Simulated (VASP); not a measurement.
# BeZn3Te (P4/nmm) in VASP: notebook, part 2 of 2

VASP 6.6.1. Earlier steps stand in the parts before.

## (3) Relaxation of cell and atoms, PBE

This run uses another cell than the first one, of 16.30 Å³/atom.

The input, INCAR:

```
SYSTEM = BeZn3Te
PREC = Accurate
ENCUT = 600
EDIFF = 1E-6
ISMEAR = 0
SIGMA = 0.2
LREAL = .False.
LASPH = .True.
NELM = 80
ALGO = Fast
ISIF = 3
LWAVE = .False.
LCHARG = .False.
GGA = PE
IBRION = 2
NSW = 36
EDIFFG = -0.08
```

The input, KPOINTS:

```
Automatic mesh
0
Gamma
  4 4 2
  0 0 0
```

The input, POSCAR:

```
BeZn3Te
1.0
    3.9700000000      0.0000000000      0.0000000000
    0.0000000000      3.9700000000      0.0000000000
    0.0000000000      0.0000000000     10.3400000000
Be Zn Te
2 6 2
Direct
    0.5000000000      0.5000000000      0.0000000000
    0.0000000000      0.0000000000      0.0000000000
    0.0000000000      0.0000000000      0.6820000000
    0.0000000000      0.0000000000      0.3180000000
    0.5000000000      0.5000000000      0.6820000000
    0.5000000000      0.5000000000      0.3180000000
    0.5000000000      0.0000000000      0.5000000000
    0.0000000000      0.5000000000      0.5000000000
    0.5000000000      0.0000000000      0.8610000000
    0.0000000000      0.5000000000      0.1390000000
```

Potentials or basis: VASP PAW PBE potentials, release 64 (Be, Zn, Te).

Command:

```console
> cat potpaw_PBE.64/Be/POTCAR potpaw_PBE.64/Zn/POTCAR potpaw_PBE.64/Te/POTCAR > POTCAR
> mpirun -np 1 vasp_std > vasp.out
```

OUTCAR:

```text
SYSTEM = BeZn3Te
   PREC = Accurate
   ENCUT = 600
   EDIFF = 1E-6
   ISMEAR = 0
   LREAL = .False.
   LASPH = .True.
   NELM = 80
   ISIF = 3
   GGA = PE
   IBRION = 2
   NSW = 36
   EDIFFG = -0.08

 ion  position               nearest neighbor table
   1  0.500  0.500  0.000-   9 2.45  10 2.45   9 2.45  10 2.45
   2  0.000  0.000  0.000-   9 2.45  10 2.45  10 2.45   9 2.45
   3  0.000  0.000  0.682-   9 2.71   9 2.71   7 2.74   8 2.74   7 2.74   8 2.74   5 2.81   5 2.81
                             5 2.81   5 2.81
   4  0.000  0.000  0.318-  10 2.71  10 2.71   7 2.74   8 2.74   8 2.74   7 2.74   6 2.81   6 2.81
                             6 2.81   6 2.81
   5  0.500  0.500  0.682-   9 2.71   9 2.71   7 2.74   7 2.74   8 2.74   8 2.74   3 2.81   3 2.81
                             3 2.81   3 2.81
   6  0.500  0.500  0.318-  10 2.71  10 2.71   7 2.74   7 2.74   8 2.74   8 2.74   4 2.81   4 2.81
                             4 2.81   4 2.81
   7  0.500  0.000  0.500-   3 2.74   4 2.74   5 2.74   6 2.74   5 2.74   6 2.74   3 2.74   4 2.74
                             8 2.81   8 2.81   8 2.81   8 2.81
   8  0.000  0.500  0.500-   3 2.74   4 2.74   5 2.74   6 2.74   3 2.74   4 2.74   5 2.74   6 2.74
                             7 2.81   7 2.81   7 2.81   7 2.81
   9  0.500  0.000  0.861-   1 2.45   2 2.45   1 2.45   2 2.45   3 2.71   5 2.71   5 2.71   3 2.71

  10  0.000  0.500  0.139-   1 2.45   2 2.45   2 2.45   1 2.45   4 2.71   4 2.71   6 2.71   6 2.71

  LATTYP: Found a simple tetragonal cell.
 ALAT       =     3.9700000000
 C/A-ratio  =     2.6045340050

  Lattice vectors:

 A1 = (   3.9700000000,   0.0000000000,   0.0000000000)
 A2 = (   0.0000000000,   3.9700000000,   0.0000000000)
 A3 = (   0.0000000000,   0.0000000000,  10.3400000000)

Analysis of symmetry for initial positions (statically):
=====================================================================
 Subroutine PRICEL returns:
 Original cell was already a primitive cell.

 Routine SETGRP: Setting up the symmetry group for a
 simple tetragonal supercell.

 Subroutine GETGRP returns: Found 16 space group operations
 (whereof  8 operations were pure point group operations)
 out of a pool of 16 trial point group operations.

The static configuration has the point symmetry D_2d.
 The point group associated with its full space group is D_4h.

Analysis of symmetry for dynamics (positions and initial velocities):
=====================================================================
 Subroutine PRICEL returns:
 Original cell was already a primitive cell.

 Routine SETGRP: Setting up the symmetry group for a
 simple tetragonal supercell.

 Subroutine GETGRP returns: Found 16 space group operations
 (whereof  8 operations were pure point group operations)
 out of a pool of 16 trial point group operations.

The dynamic configuration has the point symmetry D_2d.
 The point group associated with its full space group is D_4h.

 Subroutine INISYM returns: Found 16 space group operations
 (whereof  8 operations are pure point group operations),
 and found     1 'primitive' translations

----------------------------------------------------------------------------------------

                                     Primitive cell

  volume of cell :     162.9677

  direct lattice vectors                    reciprocal lattice vectors
     3.970000000  0.000000000  0.000000000     0.251889169  0.000000000  0.000000000
     0.000000000  3.970000000  0.000000000     0.000000000  0.251889169  0.000000000
     0.000000000  0.000000000 10.340000000     0.000000000  0.000000000  0.096711799

  length of vectors
     3.970000000  3.970000000 10.340000000     0.251889169  0.251889169  0.096711799

[... 38 lines left out ...]
     0.000000000  0.000000000  0.048355899     0.000000000  0.000000000  0.500000000

  Length of vectors
     0.062972292  0.062972292  0.048355899

  Shift w.r.t. Gamma in fractional coordinates (k-lattice)
     0.000000000  0.000000000  0.000000000

 Subroutine IBZKPT returns following result:
 ===========================================

 Found     12 irreducible k-points:

 Following reciprocal coordinates:
            Coordinates               Weight
  0.000000  0.000000  0.000000      1.000000
  0.250000  0.000000  0.000000      4.000000
  0.500000  0.000000  0.000000      2.000000
  0.250000  0.250000  0.000000      4.000000
  0.500000  0.250000  0.000000      4.000000
  0.500000  0.500000  0.000000      1.000000
  0.000000  0.000000  0.500000      1.000000
  0.250000  0.000000  0.500000      4.000000
  0.500000  0.000000  0.500000      2.000000
  0.250000  0.250000  0.500000      4.000000
  0.500000  0.250000  0.500000      4.000000
  0.500000  0.500000  0.500000      1.000000
   k-points           NKPTS =     12   k-points in BZ     NKDIM =     12   number of bands    NBANDS=     52
   number of dos      NEDOS =    301   number of ions     NIONS =     10
   total plane-waves  NPLWV =  86016
   dimension x,y,z NGX =    32 NGY =   32 NGZ =   84
   dimension x,y,z NGXF=    64 NGYF=   64 NGZF=  168
   ions per type =               2   6   2
   NGX,Y,Z   is equivalent  to a cutoff of  13.40, 13.40, 13.51 a.u.
   NGXF,Y,Z  is equivalent  to a cutoff of  26.80, 26.80, 27.01 a.u.
 SYSTEM =  BeZn3Te
   PREC   = accura    normal or accurate (medium, high low for compatibility)
   ISTART =      0    job   : 0-new  1-cont  2-samecut
   ICHARG =      2    charge: 1-file 2-atom 10-const
   ISPIN  =      1    spin polarized calculation?
   LNONCOLLINEAR =      F non collinear calculations
   LSORBIT =      F    spin-orbit coupling
   LASPH  =      T    aspherical Exc in radial PAW
   ENCUT  =  600.0 eV  44.10 Ry    6.64 a.u.   7.93  7.93 20.65*2*pi/ulx,y,z
   NELM   =     80;   NELMIN=  2; NELMDL= -5     # of ELM steps
   EDIFF  = 0.1E-05   stopping-criterion for ELM
   LREAL  =      F    real-space projection
   EDIFFG = -.8E-01   stopping-criterion for IOM
   NSW    =     36    number of steps for IOM
   IBRION =      2    ionic relax: 0-MD 1-quasi-New 2-CG
   NFREE  =      1    steps in history (QN), initial steepest desc. (CG)
   ISIF   =      3    stress and relaxation
   ISYM   =      2    0-nonsym 1-usesym 2-fastsym
   POTIM  = 0.5000    time-step for ionic-motion
   TEBEG  =    0.0;   TEEND  =   0.0 temperature during run
   PSTRESS=    0.0 pullay stress
   NELECT =      88.0000    total number of electrons
   NUPDOWN=      -1.0000    fix difference up-down
   EMIN   =  10.00;   EMAX   =-10.00  energy-range for DOS
   EFERMI =   0.00;   METHOD = LEGACY
   ISMEAR =     0;   SIGMA  =   0.20  broadening in eV -4-tet -1-fermi 0-gaus
   EFERMI_NEDOS =   21; number of points for ismear=-14 and -15
   IALGO  =     68    algorithm
   IMIX   =      4    mixing-type and parameters
     AMIX     =   0.40;   BMIX     =  1.00
     AMIX_MAG =   1.60;   BMIX_MAG =  1.00
  volume/ion in A,a.u.               =      16.30       109.98
  Fermi-wavevector in a.u.,A,eV,Ry     =   1.333118  2.519227 24.180317  1.777203
  Thomas-Fermi vector in A             =   2.462001
   LORBIT       =      0    0 simple, 1 ext, 2 COOP (PROOUT), +10 PAW based schemes
   GGA     = PE    functional components
   LHFCALC =     F    Hartree Fock is set to
   AEXX    =    0.0000 exact exchange contribution
   IVDW    =     0    specifies the selected vdW correction
   LEPSILON=     F    determine dielectric tensor
   LRPA    =     F    only Hartree local field effects (RPA)
 conjugate gradient relaxation of ions
 non-spin polarized calculation
 RMM-DIIS sequential band-by-band and
 Gauss-broadening in eV      SIGMA  =   0.20
  energy-cutoff  :      600.00
  volume of cell :      162.97
 maximum number of plane-waves:      5468
 NGX is ok and might be reduce to    32
   NGX = 15   NGY = 15   NGZ = 41

--------------------------------------- Ionic step        1  -------------------------------------------

 number of electron      88.0000067 magnetization

 Free energy of the ion-electron system (eV)
  ---------------------------------------------------
  ext. energy  EPLUGINS =         0.00000000
  ---------------------------------------------------
  free energy    TOTEN  =       -16.94783538 eV

  energy without entropy =      -16.84154381  energy(sigma->0) =      -16.89468959

 E-fermi :   5.8757     XC(G=0): -10.8833

 val. band max:        5.8743911737   @ k =   0.2500   0.0000   0.0000
 cond. band min:       5.8926789535   @ k =   0.2500   0.0000   0.5000
 fundamental gap:      0.0182877798
 Fermi energy:         5.8757038770
[... 1453 lines left out ...]
     51       6.6908      0.00000
     52       6.6909      0.00000

[... ionic steps 4 to 13 ...]

--------------------------------------- Ionic step       14  -------------------------------------------

 number of electron      87.9999910 magnetization

------------------------ aborting loop because EDIFF is reached ----------------------------------------
[... 83 lines left out ...]
--------------------------------------- Ionic step       16  -------------------------------------------

 number of electron      87.9999989 magnetization

 Free energy of the ion-electron system (eV)
  ---------------------------------------------------
  ext. energy  EPLUGINS =         0.00000000
  ---------------------------------------------------
  free energy    TOTEN  =       -19.67464928 eV

  energy without entropy =      -19.57549162  energy(sigma->0) =      -19.62507045

 E-fermi :   3.1343     XC(G=0):  -9.4326

 val. band max:        3.1052521913   @ k =   0.2500   0.2500   0.5000
 cond. band min:       3.2354140841   @ k =   0.5000   0.2500   0.0000
 fundamental gap:      0.1301618929
 Fermi energy:         3.1343168792
[... 695 lines left out ...]
  FREE ENERGIE OF THE ION-ELECTRON SYSTEM (eV)
  ---------------------------------------------------
  free  energy   TOTEN  =       -19.6746492805 eV

  energy  without entropy=      -19.5754916185  energy(sigma->0) =      -19.62507045

 reached required accuracy - stopping structural energy minimisation
```

Wall time 17 min (1 thread of Intel Xeon Platinum 8559C (Emerald Rapids), shared host); peak memory 0.36 GiB.

Results:

* Free energy: -19.6746 eV
* Relaxed volume: 21.37 Å³/atom
* Relaxed cell: a = 3.822 Å, b = 3.822 Å, c = 14.630 Å, α = 90.00°, β = 90.00°, γ = 90.00°
* Space group after relaxing (to 0.1 Å): P4/nmm (No. 129)
* Energy gained by relaxing: 272.7 meV/atom
* Ionic steps: 16
* Pressure after relaxing: 0.0 GPa
* Largest force after relaxing: 0.050 eV/Å
* Band gap on the k mesh: zero (bands 44 and 45 overlap by 1.95 eV)

Forces in eV/Å, atoms in the order of the input:
```
Be   0.000  0.000  0.000
Be   0.000  0.000  0.000
Zn   0.000  0.000  0.050
Zn   0.000  0.000 -0.050
Zn   0.000  0.000  0.050
Zn   0.000  0.000 -0.050
Zn   0.000  0.000  0.035
Zn   0.000  0.000 -0.035
Te   0.000  0.000 -0.022
Te   0.000  0.000  0.022
```

The path:
```tsv
step	energy change (eV)	largest force (eV/Å)	pressure (GPa)	volume (Å³)
1	0.0000	1.3722	11.29	162.97
2	-1.4323	0.7899	-0.60	191.49
3	-1.4841	0.6930	-2.38	199.75
4	-1.8638	0.5359	-1.36	196.26
5	-2.2532	0.4576	1.62	190.01
6	-1.5507	2.5416	11.63	176.17
7	-2.2808	0.8695	3.47	187.22
8	-2.4790	0.4725	2.53	192.38
9	-2.6179	0.2765	0.87	200.48
10	-2.6214	0.4509	0.57	202.26
11	-2.6522	0.3877	0.24	205.07
12	-2.7026	0.1710	-0.46	213.63
13	-2.7047	0.1156	-0.60	215.82
14	-2.7183	0.1692	0.09	213.74
15	-2.7183	0.1730	0.11	213.71
16	-2.7268	0.0504	0.01	213.67
```

Final structure:
```xyz
10
Lattice="3.8217 0.0000 0.0000 0.0000 3.8217 0.0000 0.0000 0.0000 14.6296" Properties=species:S:1:pos:R:3 pbc="T T T"
Be    1.9108    1.9108    0.0000
Be    0.0000    0.0000    0.0000
Zn    0.0000    0.0000    9.5366
Zn    0.0000    3.8217    5.0930
Zn    1.9108    1.9108    9.5366
Zn    1.9108    1.9108    5.0930
Zn    1.9108    0.0000    7.3055
Zn    0.0000    1.9108    7.3241
Te    1.9108    0.0000   13.0697
Te    0.0000    1.9108    1.5599
```

Levels at points of the mesh, in eV from the Fermi level:
```
           k point  band 41  band 42  band 43  band 44  band 45  band 46  band 47  band 48
(0.00, 0.00, 0.00)    -0.77    -0.05     0.81     0.81     1.52     1.58     2.40     2.91
(0.50, 0.00, 0.00)    -1.61    -1.61    -1.12    -1.12     1.57     1.57     2.87     2.87
(0.50, 0.50, 0.00)    -3.07    -3.07    -1.64    -1.64    -1.10    -1.10     0.62     0.62
(0.00, 0.00, 0.50)    -0.77    -0.68     0.82     0.82     1.52     1.57     2.40     2.85
(0.50, 0.00, 0.50)    -1.61    -1.61    -1.36    -1.36     2.16     2.16     2.87     2.87
(0.50, 0.50, 0.50)    -3.06    -3.06    -1.66    -1.66    -1.14    -1.14     0.80     0.80
```

Caveat: the k points lie up to 0.41 Å⁻¹ apart in the final cell, too coarse for converged energies and pressures of a metal; the volume moved by over 15 % at a fixed basis, so the end points are rough; spin-orbit coupling is left out, which moves the levels of the heavy elements; the relaxation stopped at a loose force limit of 0.08 eV/Å, so its end isn't a converged minimum.

The gap in the log of VASP goes by the Fermi energy; the results here count the filled bands.